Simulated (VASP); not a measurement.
# Re: electric field gradients with r2SCAN

The system is Re.

```
Re
1.0
     2.71846    0.00000    0.00000
    -1.35923    2.35425    0.00000
     0.00000    0.00000    4.39774
Re
2
Direct
  0.33333 0.66667 0.25000
  0.66667 0.33333 0.75000
```

This cell differs from its parent crystal: volume scaled by 0.95.

* Program: VASP 6.6.1
* Task: electric field gradients
* Functional: r2SCAN
* Potentials or basis: VASP PAW PBE potentials, release 64 (Re)
* Cutoff: 520 eV
* k mesh: 14 × 14 × 8
* Occupations: fermi-dirac, width 0.08 eV
* Spin: no spin polarisation
* Dipole correction: no
* Further INCAR settings: ALGO = Normal; EDIFF = 1e-08; NBANDS = 14

```yaml
Pressure: 19.2 GPa
Band_gap_on_the_k_mesh: zero (band 7 reaches 9.98 eV, above the bottom of band 8 at 6.36 eV)
```

Stress tensor (GPa, compression positive):
```
19.05  0.00  0.00
 0.00 19.05  0.00
 0.00  0.00 19.42
```

Levels at points of the mesh, in eV from the Fermi level:
| k point | band 5 | band 6 | band 7 | band 8 | band 9 | band 10 |
| --- | --- | --- | --- | --- | --- | --- |
| (0.00, 0.00, 0.00) | -1.73 | -0.80 | -0.80 | 0.26 | 0.26 | 0.66 |
| (0.50, 0.00, 0.00) | -1.86 | -1.51 | -0.65 | 4.43 | 4.87 | 5.02 |
| (0.00, 0.00, 0.50) | -1.86 | -1.86 | -1.86 | -1.86 | 2.86 | 2.86 |
| (0.50, 0.00, 0.50) | 0.47 | 0.47 | 1.03 | 1.03 | 4.77 | 4.77 |

Electric field gradients, principal values (V/Å²):
```
atom   least  middle  greatest (by size)
1 Re  37.619  37.619             -75.238
2 Re  37.619  37.619             -75.238
```

Wall time 110 s on 1 thread of Intel(R) Xeon(R) 6975P-C (Granite Rapids), on a shared host, peak memory 0.17 GiB.

Caveat: without QUAD_EFG the Cq values of the log hold for a quadrupole moment of 1 mb, not for the nuclei; the PAW data sets were made with another functional, which shifts forces and pressure a little; spin-orbit coupling is left out, which moves the levels of the heavy elements.
